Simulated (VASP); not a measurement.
**ZnS (Sphalerite): single point with PBE**

The system is ZnS (Sphalerite).

```xyz
2
Lattice="0.0000 2.7073 2.6260 2.7073 0.0000 2.6260 2.7073 2.7073 0.0000" Properties=species:S:1:pos:R:3 pbc="T T T"
Zn    0.0000    0.0000    0.0000
S     1.3536    1.3536    1.3130
```

This cell differs from its parent crystal: z stretched by -3 %, then relaxed in part.

```json
{"Program": "VASP 6.6.1", "Task": "single point", "Functional": "PBE", "Potentials or basis": "VASP PAW PBE potentials, release 64 (Zn, S)", "Cutoff": "520 eV", "k mesh": "14 × 14 × 14", "Occupations": "fermi-dirac, width 0.02 eV", "Spin": "no spin polarisation", "Dipole correction": "no", "Further INCAR settings": "ALGO = Normal; EDIFF = 1e-06; NBANDS = 16"}
```

The pressure is 3.7 GPa and the band gap on the k mesh is 2.15 eV, direct.

Stress tensor (GPa, compression positive):
```
3.37 0.00 0.00
0.00 3.37 0.00
0.00 0.00 4.49
```

Levels at points of the mesh, in eV from the valence-band top:
| k point | band 7 | band 8 | band 9 | band 10 | band 11 | band 12 |
| --- | --- | --- | --- | --- | --- | --- |
| (0.00, 0.00, 0.00) | -0.10 | -0.10 | 0.00 | 2.15 | 6.32 | 6.32 |
| (0.50, 0.00, 0.00) | -5.51 | -1.05 | -0.89 | 3.28 | 6.71 | 7.00 |
| (0.50, 0.50, 0.00) | -4.60 | -2.48 | -2.48 | 3.18 | 3.81 | 11.32 |
| (0.50, 0.00, 0.50) | -4.78 | -2.35 | -2.28 | 3.34 | 4.11 | 10.96 |

Wall time 3.2 min on 1 thread of AMD EPYC 7R13, with other jobs on the host, peak memory 0.24 GiB.

Caveat: the cell differs from its parent crystal (z stretched by -3 %, then relaxed in part). A k mesh can miss the band edges.
